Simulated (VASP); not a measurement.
# CdS (Fm-3m) in VASP: a series of runs

The runs below take CdS through relaxation of cell and atoms, with r2SCAN.

Program: VASP 6.6.1. These are calculated values, not measurements. Logs are shortened: lines on timing, memory, paths and dates and some standing lists are left out, and cuts for length are marked.

### 1 The cell of the first run

Symmetry: Fm-3m, No. 225, cubic system. Conventional cell: a = 5.454 Å, b = 5.454 Å, c = 5.454 Å, α = 90.00°, β = 90.00°, γ = 90.00°. Within 3.6 Å of Cd (site symmetry m-3m) lie 6 S at 2.73 Å. S (site symmetry m-3m) has 6 Cd at 2.73 Å within 3.6 Å.

### 2 Relaxation of cell and atoms, r2SCAN, target pressure 10 GPa, at which the enthalpy is minimised

File POSCAR:

```
CdS
1.0
    0.0000000000      2.7268811899      2.7268811899
    2.7268811899      0.0000000000      2.7268811899
    2.7268811899      2.7268811899      0.0000000000
Cd S
1 1
Direct
    0.0000000000      0.0000000000      0.0000000000
    0.5000000000      0.5000000000      0.5000000000
```

File INCAR.step1:

```
PREC = Accurate
ENCUT = 600
ISMEAR = 0
SIGMA = 0.01
LREAL = False
LASPH = True
NELM = 80
GGA = PE
ALGO = Normal
EDIFF = 1E-4
LWAVE = True
LCHARG = False
```

File INCAR.step2:

```
PREC = Accurate
ENCUT = 600
EDIFF = 1E-6
ISMEAR = 0
SIGMA = 0.01
LREAL = False
LASPH = True
NELM = 80
ALGO = Normal
ISIF = 3
LWAVE = False
LCHARG = False
METAGGA = R2SCAN
LMIXTAU = True
IBRION = 2
NSW = 100
EDIFFG = -0.002
PSTRESS = 100.0
ISTART = 1
```

File KPOINTS:

```
regular mesh
0
Gamma
  8 8 8
```

Potentials or basis: VASP PAW PBE potentials, release 64 (Cd, S).

Command:

```console
$ cat potpaw_PBE.64/Cd/POTCAR potpaw_PBE.64/S/POTCAR > POTCAR
$ cp INCAR.step1 INCAR
$ mpirun -np 1 vasp_std > vasp.out
$ cp INCAR.step2 INCAR
$ mpirun -np 1 vasp_std > vasp.out
```

OUTCAR:

```text
PREC = Accurate
   ENCUT = 600
   EDIFF = 1E-6
   ISMEAR = 0
   LREAL = False
   LASPH = True
   NELM = 80
   ISIF = 3
   METAGGA = R2SCAN
   IBRION = 2
   NSW = 100
   EDIFFG = -0.002
   PSTRESS = 100.0
   ISTART = 1

 ion  position               nearest neighbor table
   1  0.000  0.000  0.000-   2 2.73   2 2.73   2 2.73   2 2.73   2 2.73   2 2.73
   2  0.500  0.500  0.500-   1 2.73   1 2.73   1 2.73   1 2.73   1 2.73   1 2.73

  LATTYP: Found a face centered cubic cell.
 ALAT       =     5.4537623798

  Lattice vectors:

 A1 = (   0.0000000000,   2.7268811899,   2.7268811899)
 A2 = (   2.7268811899,   0.0000000000,   2.7268811899)
 A3 = (   2.7268811899,   2.7268811899,   0.0000000000)

Analysis of symmetry for initial positions (statically):
=====================================================================
 Subroutine PRICEL returns:
 Original cell was already a primitive cell.

 Routine SETGRP: Setting up the symmetry group for a
 face centered cubic supercell.

 Subroutine GETGRP returns: Found 48 space group operations
 (whereof 48 operations were pure point group operations)
 out of a pool of 48 trial point group operations.

The static configuration has the point symmetry O_h .

Analysis of symmetry for dynamics (positions and initial velocities):
=====================================================================
 Subroutine PRICEL returns:
 Original cell was already a primitive cell.

 Routine SETGRP: Setting up the symmetry group for a
 face centered cubic supercell.

 Subroutine GETGRP returns: Found 48 space group operations
 (whereof 48 operations were pure point group operations)
 out of a pool of 48 trial point group operations.

The dynamic configuration has the point symmetry O_h .

 Subroutine INISYM returns: Found 48 space group operations
 (whereof 48 operations are pure point group operations),
 and found     1 'primitive' translations

----------------------------------------------------------------------------------------

                                     Primitive cell

  volume of cell :      40.5535

  direct lattice vectors                    reciprocal lattice vectors
     0.000000000  2.726881190  2.726881190    -0.183359657  0.183359657  0.183359657
     2.726881190  0.000000000  2.726881190     0.183359657 -0.183359657  0.183359657
     2.726881190  2.726881190  0.000000000     0.183359657  0.183359657 -0.183359657

  length of vectors
     3.856392362  3.856392362  3.856392362     0.317588242  0.317588242  0.317588242

  position of ions in fractional coordinates (direct lattice)
     0.000000000  0.000000000  0.000000000
     0.500000000  0.500000000  0.500000000

  ion indices of the primitive-cell ions
   primitive index   ion index
                 1           1
                 2           2

----------------------------------------------------------------------------------------

 KPOINTS: regular mesh

Automatic generation of k-mesh.
 Grid dimensions read from file:
 generate k-points for:    8    8    8

 Generating k-lattice:

  Cartesian coordinates                     Fractional coordinates (reciprocal lattice)
    -0.022919957  0.022919957  0.022919957     0.125000000  0.000000000  0.000000000
     0.022919957 -0.022919957  0.022919957     0.000000000  0.125000000  0.000000000
     0.022919957  0.022919957 -0.022919957     0.000000000  0.000000000  0.125000000

  Length of vectors
     0.039698530  0.039698530  0.039698530

  Shift w.r.t. Gamma in fractional coordinates (k-lattice)
     0.000000000  0.000000000  0.000000000

 Subroutine IBZKPT returns following result:
 ===========================================

 Found     29 irreducible k-points:

 Following reciprocal coordinates:
            Coordinates               Weight
  0.000000  0.000000  0.000000      1.000000
  0.125000  0.000000  0.000000      8.000000
  0.250000  0.000000  0.000000      8.000000
  0.375000  0.000000  0.000000      8.000000
  0.500000  0.000000  0.000000      4.000000
  0.125000  0.125000  0.000000      6.000000
[... 16 lines left out ...]
  0.500000  0.250000  0.125000     48.000000
 -0.375000  0.250000  0.125000     24.000000
 [... further k-points ...]
   k-points           NKPTS =     29   k-points in BZ     NKDIM =     29   number of bands    NBANDS=     13
   number of dos      NEDOS =    301   number of ions     NIONS =      2
   total plane-waves  NPLWV =  32768
   dimension x,y,z NGX =    32 NGY =   32 NGZ =   32
   dimension x,y,z NGXF=    64 NGYF=   64 NGZF=   64
   ions per type =               1   1
   NGX,Y,Z   is equivalent  to a cutoff of  13.79, 13.79, 13.79 a.u.
   NGXF,Y,Z  is equivalent  to a cutoff of  27.59, 27.59, 27.59 a.u.
 SYSTEM =  unknown system
   PREC   = accura    normal or accurate (medium, high low for compatibility)
   ISTART =      1    job   : 0-new  1-cont  2-samecut
   ICHARG =      0    charge: 1-file 2-atom 10-const
   ISPIN  =      1    spin polarized calculation?
   LNONCOLLINEAR =      F non collinear calculations
   LSORBIT =      F    spin-orbit coupling
   LASPH  =      T    aspherical Exc in radial PAW
   ENCUT  =  600.0 eV  44.10 Ry    6.64 a.u.   7.70  7.70  7.70*2*pi/ulx,y,z
   NELM   =     80;   NELMIN=  2; NELMDL=  0     # of ELM steps
   EDIFF  = 0.1E-05   stopping-criterion for ELM
   LREAL  =      F    real-space projection
   EDIFFG = -.2E-02   stopping-criterion for IOM
   NSW    =    100    number of steps for IOM
   IBRION =      2    ionic relax: 0-MD 1-quasi-New 2-CG
   NFREE  =      1    steps in history (QN), initial steepest desc. (CG)
   ISIF   =      3    stress and relaxation
   ISYM   =      2    0-nonsym 1-usesym 2-fastsym
   POTIM  = 0.5000    time-step for ionic-motion
   TEBEG  =    0.0;   TEEND  =   0.0 temperature during run
   PSTRESS=  100.0 pullay stress
   NELECT =      18.0000    total number of electrons
   NUPDOWN=      -1.0000    fix difference up-down
   EMIN   =  10.00;   EMAX   =-10.00  energy-range for DOS
   EFERMI =   0.00;   METHOD = LEGACY
   ISMEAR =     0;   SIGMA  =   0.01  broadening in eV -4-tet -1-fermi 0-gaus
   EFERMI_NEDOS =   21; number of points for ismear=-14 and -15
   IALGO  =     38    algorithm
   IMIX   =      4    mixing-type and parameters
     AMIX     =   0.40;   BMIX     =  1.00
     AMIX_MAG =   1.60;   BMIX_MAG =  1.00
  volume/ion in A,a.u.               =      20.28       136.83
  Fermi-wavevector in a.u.,A,eV,Ry     =   1.248790  2.359871 21.217969  1.559477
  Thomas-Fermi vector in A             =   2.382861
   LORBIT       =      0    0 simple, 1 ext, 2 COOP (PROOUT), +10 PAW based schemes
   METAGGA = R2SCAN    functional components
   LHFCALC =     F    Hartree Fock is set to
   AEXX    =    0.0000 exact exchange contribution
   IVDW    =     0    specifies the selected vdW correction
   LEPSILON=     F    determine dielectric tensor
   LRPA    =     F    only Hartree local field effects (RPA)
 conjugate gradient relaxation of ions
 non-spin polarized calculation
 Gauss-broadening in eV      SIGMA  =   0.01
  energy-cutoff  :      600.00
  volume of cell :       40.55
 maximum number of plane-waves:      1366
   NGX = 15   NGY = 15   NGZ = 15

--------------------------------------- Ionic step        1  -------------------------------------------

 number of electron      17.9999998 magnetization

 Free energy of the ion-electron system (eV)
  ---------------------------------------------------
  ext. energy  EPLUGINS =         0.00000000
  ---------------------------------------------------
  free energy    TOTEN  =       -29.52457678 eV

  energy without entropy =      -29.52457678  energy(sigma->0) =      -29.52457678

------------------------ aborting loop because EDIFF is reached ----------------------------------------

  FORCE on cell =-STRESS in cart. coord.  units (eV):
  Direction    XX          YY          ZZ          XY          YZ          ZX
  --------------------------------------------------------------------------------------
  -------------------------------------------------------------------------------------
  Total        0.1072326      0.1072326      0.1072326      0.0000000      0.0000000     -0.0000000
  in kB        4.2365146      4.2365146      4.2365146      0.0000000      0.0000000     -0.0000000
  external PRESSURE =     -95.7634854 kB  Pullay stress =     100.0000000 kB
[... 23 lines left out ...]
  enthalpy is  TOTEN    =       -26.9934257352 eV   P V=        2.5311510423

--------------------------------------- Ionic step        2  -------------------------------------------

 number of electron      18.0000001 magnetization

 E-fermi :   4.9061     XC(G=0): -12.0085

 val. band max:        4.8195404708   @ k =   0.5000   0.0000   0.0000
 cond. band min:       5.4578712096   @ k =   0.5000   0.5000   0.0000
 fundamental gap:      0.6383307388
 Fermi energy:         4.9061351049

 k-point     1 :       0.0000    0.0000    0.0000
  band No.  band energies     occupation
      1     -10.0932      2.00000
      2      -3.6312      2.00000
      3      -3.6312      2.00000
      4      -3.6211      2.00000
      5      -3.6211      2.00000
      6      -3.6211      2.00000
      7       3.5405      2.00000
      8       3.5405      2.00000
      9       3.5405      2.00000
     10       7.3874      0.00000
     11      14.5166      0.00000
     12      14.5166      0.00000
     13      14.5166      0.00000
[... 353 lines left out ...]
 k-point    24 :      -0.3750    0.2500    0.1250
  band No.  band energies     occupation
      1      -8.4881      2.00000
      2      -4.0936      2.00000
      3      -3.9132      2.00000
      4      -3.7938      2.00000
      5      -3.2553      2.00000
      6      -3.1134      2.00000
      7      -0.7276      2.00000
      8       2.4241      2.00000
      9       3.4858      2.00000
     10       9.6481      0.00000
     11      10.4339      0.00000
     12      13.0905      0.00000
     13      14.1418      0.00000

 [... further k-points ...]

------------------------ aborting loop because EDIFF is reached ----------------------------------------

  FORCE on cell =-STRESS in cart. coord.  units (eV):
  Direction    XX          YY          ZZ          XY          YZ          ZX
  --------------------------------------------------------------------------------------
  -------------------------------------------------------------------------------------
  Total        4.9879435      4.9879435      4.9879435      0.0000000      0.0000000     -0.0000000
  in kB      236.1013047    236.1013047    236.1013047      0.0000000      0.0000000     -0.0000000
  external PRESSURE =     136.1013047 kB  Pullay stress =     100.0000000 kB
[... 137 lines left out ...]
  enthalpy is  TOTEN    =       -27.1084178442 eV   P V=        2.3106033840

--------------------------------------- Ionic step        6  -------------------------------------------

 number of electron      18.0000000 magnetization

 Free energy of the ion-electron system (eV)
  ---------------------------------------------------
  ext. energy  EPLUGINS =         0.00000000
  ---------------------------------------------------
  free energy    TOTEN  =       -29.41783007 eV

  energy without entropy =      -29.41783007  energy(sigma->0) =      -29.41783007

 E-fermi :   3.8353     XC(G=0): -11.5040

 val. band max:        3.7359139321   @ k =   0.5000   0.0000   0.0000
 cond. band min:       4.4436959602   @ k =   0.5000   0.5000   0.0000
 fundamental gap:      0.7077820281
 Fermi energy:         3.8352765886

 k-point     1 :       0.0000    0.0000    0.0000
  band No.  band energies     occupation
      1     -10.3401      2.00000
      2      -4.3686      2.00000
      3      -4.3686      2.00000
      4      -4.3633      2.00000
      5      -4.3633      2.00000
      6      -4.3633      2.00000
      7       2.7347      2.00000
      8       2.7347      2.00000
      9       2.7347      2.00000
     10       5.7966      0.00000
     11      13.4679      0.00000
     12      13.4679      0.00000
     13      13.4679      0.00000
[... 353 lines left out ...]
 k-point    24 :      -0.3750    0.2500    0.1250
  band No.  band energies     occupation
      1      -8.9870      2.00000
      2      -4.7104      2.00000
      3      -4.5443      2.00000
      4      -4.4683      2.00000
      5      -4.0790      2.00000
      6      -3.9598      2.00000
      7      -1.2889      2.00000
      8       1.6155      2.00000
      9       2.6123      2.00000
     10       8.4049      0.00000
     11       9.4118      0.00000
     12      11.9032      0.00000
     13      12.8133      0.00000

 [... further k-points ...]

------------------------ aborting loop because EDIFF is reached ----------------------------------------

  FORCE on cell =-STRESS in cart. coord.  units (eV):
  Direction    XX          YY          ZZ          XY          YZ          ZX
  --------------------------------------------------------------------------------------
  -------------------------------------------------------------------------------------
  Total        2.3130673      2.3130673      2.3130673     -0.0000000      0.0000000     -0.0000000
  in kB      100.1584697    100.1584697    100.1584697     -0.0000000      0.0000000     -0.0000000
  external PRESSURE =       0.1584697 kB  Pullay stress =     100.0000000 kB
[... 17 lines left out ...]
  FREE ENERGIE OF THE ION-ELECTRON SYSTEM (eV)
  ---------------------------------------------------
  free  energy   TOTEN  =       -29.4178300688 eV

  energy  without entropy=      -29.4178300688  energy(sigma->0) =      -29.41783007

  enthalpy is  TOTEN    =       -27.1084224627 eV   P V=        2.3094076061

 reached required accuracy - stopping structural energy minimisation
```

It took 5.2 min on 1 thread of Intel Xeon 8259CL, shared host; peak memory 0.21 GiB.

What came out:

```
Free energy                                                : -29.4178 eV
Relaxed volume                                             : 18.50 Å³/atom
Relaxed cell                                               : a = 3.740 Å, b = 3.740 Å, c = 3.740 Å, α = 60.00°, β = 60.00°, γ = 60.00°
Space group after relaxing (to 0.1 Å)                      : Fm-3m (No. 225)
Energy change on relaxing (the run minimises the enthalpy) : +53.4 meV/atom
Ionic steps                                                : 6
Pressure after relaxing                                    : 10.0 GPa
Band gap on the k mesh                                     : 0.71 eV (least direct gap 3.06 eV)
```

The path:
| step | energy change (eV) | largest force (eV/Å) | pressure (GPa) | volume (Å³) |
| --- | --- | --- | --- | --- |
| 1 | 0.0000 | 0.0000 | 0.42 | 40.55 |
| 2 | 0.4274 | 0.0000 | 23.61 | 33.85 |
| 3 | 0.1035 | 0.0000 | 9.82 | 37.05 |
| 4 | 0.1077 | 0.0000 | 10.06 | 36.99 |
| 5 | 0.1056 | 0.0000 | 9.92 | 37.02 |
| 6 | 0.1067 | 0.0000 | 10.02 | 37.00 |

Final structure:
```xyz
2
Lattice="0.0000 2.6448 2.6448 2.6448 0.0000 2.6448 2.6448 2.6448 0.0000" Properties=species:S:1:pos:R:3 pbc="T T T"
Cd    0.0000    0.0000    0.0000
S     2.6448    2.6448    2.6448
```

Levels at points of the mesh, in eV from the valence-band top:
```csv
k point,band 7,band 8,band 9,band 10,band 11,band 12
"(0.00, 0.00, 0.00)",-1.00,-1.00,-1.00,2.06,9.73,9.73
"(0.50, 0.00, 0.00)",-5.39,0.00,0.00,3.96,6.36,6.36
"(0.50, 0.50, 0.00)",-5.04,-2.63,-2.63,0.71,6.27,11.45
```

Caveat: the cell is relaxed towards a set pressure, so the run minimises the enthalpy, not the energy; the PAW data sets were made with another functional, which shifts forces and pressure a little.

### 3 Relaxation of cell and atoms, r2SCAN, target pressure 15 GPa, at which the enthalpy is minimised

POSCAR is that of step 2.

File INCAR.step1:

```
PREC = Accurate ; ENCUT = 600
ISMEAR = 0 ; SIGMA = 0.01
LREAL = False ; LASPH = True
NELM = 60 ; GGA = PE
ALGO = Normal ; EDIFF = 1E-4
LWAVE = True ; LCHARG = False
```

File INCAR.step2:

```
PREC = Accurate ; ENCUT = 600
EDIFF = 1E-6 ; ISMEAR = 0
SIGMA = 0.01 ; LREAL = False
LASPH = True ; NELM = 60
ALGO = Normal ; ISIF = 3
LWAVE = False ; LCHARG = False
METAGGA = R2SCAN ; LMIXTAU = True
IBRION = 2 ; NSW = 100
EDIFFG = -0.002 ; PSTRESS = 150.0
ISTART = 1
```

KPOINTS is that of step 2.

Potentials or basis: VASP PAW PBE potentials, release 64 (Cd, S).

Command:

```console
$ cat potpaw_PBE.64/Cd/POTCAR potpaw_PBE.64/S/POTCAR > POTCAR
$ cp INCAR.step1 INCAR
$ mpirun -np 1 vasp_std > vasp.out
$ cp INCAR.step2 INCAR
$ mpirun -np 1 vasp_std > vasp.out
```

Wall time 7 min (1 thread of Intel Xeon 8259CL, shared host); peak memory 0.21 GiB.

It converged, with:

| Property | Result |
| --- | --- |
| Free energy | -29.3147 eV |
| Relaxed volume | 17.84 Å³/atom |
| Relaxed cell | a = 3.695 Å, b = 3.695 Å, c = 3.695 Å, α = 60.00°, β = 60.00°, γ = 60.00° |
| Space group after relaxing (to 0.1 Å) | Fm-3m (No. 225) |
| Energy change on relaxing (the run minimises the enthalpy) | +104.9 meV/atom |
| Ionic steps | 7 |
| Pressure after relaxing | 15.0 GPa |
| Band gap on the k mesh | 0.68 eV (least direct gap 3.37 eV) |

The path:
```tsv
step	energy change (eV)	largest force (eV/Å)	pressure (GPa)	volume (Å³)
1	0.0000	0.0000	0.42	40.55
2	1.0968	0.0000	45.44	30.66
3	0.1957	0.0000	14.38	35.83
4	0.2072	0.0000	14.89	35.70
5	0.2159	0.0000	15.28	35.61
6	0.2023	0.0000	14.66	35.75
7	0.2098	0.0000	15.01	35.67
```

Final structure:
```xyz
2
Lattice="0.0000 2.6127 2.6127 2.6127 0.0000 2.6127 2.6127 2.6127 0.0000" Properties=species:S:1:pos:R:3 pbc="T T T"
Cd    0.0000    0.0000    0.0000
S     2.6127    2.6127    2.6127
```

Levels at points of the mesh, in eV from the valence-band top:
```tsv
k point	band 5	band 6	band 7	band 8	band 9	band 10	band 11	band 12	band 13
(0.00, 0.00, 0.00)	-8.23	-8.23	-1.11	-1.11	-1.11	2.26	9.72	9.72	9.72
(0.50, 0.00, 0.00)	-7.92	-7.92	-5.58	0.00	0.00	3.90	6.31	6.31	8.80
(0.50, 0.50, 0.00)	-7.83	-6.80	-5.34	-2.82	-2.82	0.68	6.20	11.71	13.33
```

Caveat: the cell is relaxed towards a set pressure, so the run minimises the enthalpy, not the energy; the PAW data sets were made with another functional, which shifts forces and pressure a little. A k mesh can miss the band edges.
